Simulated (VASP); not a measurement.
A run of VASP 6.6.1 is set up as follows.

Contents of INCAR:

```
SYSTEM = Cs2AgBiBr6
PREC     = Accurate       ! precision mode
ENCUT    = 520            ! plane-wave cutoff, eV
EDIFF    = 1E-6           ! SCF threshold, eV
ISMEAR   = -1             ! smearing method
SIGMA    = 0.05           ! smearing width, eV
LREAL    = .False.        ! projectors in reciprocal space
LASPH    = .True.         ! aspherical terms in the spheres
NELM     = 60             ! most SCF steps
ALGO     = Normal         ! electronic algorithm
ISIF     = 2              ! what is computed and relaxed
LWAVE    = .False.        ! write WAVECAR
LCHARG   = .False.        ! write CHGCAR
GGA      = B5             ! functional
ALDAX    = 1.0          
AGGAX    = 1.0          
AGGAC    = 1.0          
ALDAC    = 0.0          
NBANDS   = 54             ! bands
```

File KPOINTS:

```
Automatic mesh
0
Gamma
  4 4 4
  0 0 0
```

The input POSCAR:

```
Cs2AgBiBr6
1.0
    0.0000000000      5.6161000000      5.6161000000
    5.6161000000      0.0000000000      5.6161000000
    5.6161000000      5.6161000000      0.0000000000
Bi Cs Ag Br
1 2 1 6
Direct
    0.0000000000      0.0000000000      0.0000000000
    0.7500000000      0.7500000000      0.7500000000
    0.2500000000      0.2500000000      0.2500000000
    0.5000000000      0.5000000000      0.5000000000
    0.7494500000      0.7494500000      0.2505500000
    0.2505500000      0.2505500000      0.7494500000
    0.7494500000      0.2505500000      0.2505500000
    0.7494500000      0.2505500000      0.7494500000
    0.2505500000      0.7494500000      0.7494500000
    0.2505500000      0.7494500000      0.2505500000
```

Potentials or basis: VASP PAW PBE potentials, release 64 (Bi_d, Cs_sv, Ag, Br).

Command:

```sh
$ cat potpaw_PBE.64/Bi_d/POTCAR potpaw_PBE.64/Cs_sv/POTCAR potpaw_PBE.64/Ag/POTCAR potpaw_PBE.64/Br/POTCAR > POTCAR
$ mpirun -np 1 vasp_std > vasp.out
```

(1) What does it give for the band gap on the k mesh?

(2) What does it give for the pressure?

Results:

(1) 1.30 eV (least direct gap 2.49 eV).

(2) 3.8 GPa.

Caveat: the cell stands under pressure; the PAW data sets were made with another functional, which shifts forces and pressure a little; spin-orbit coupling is left out, which moves the levels of the heavy elements.
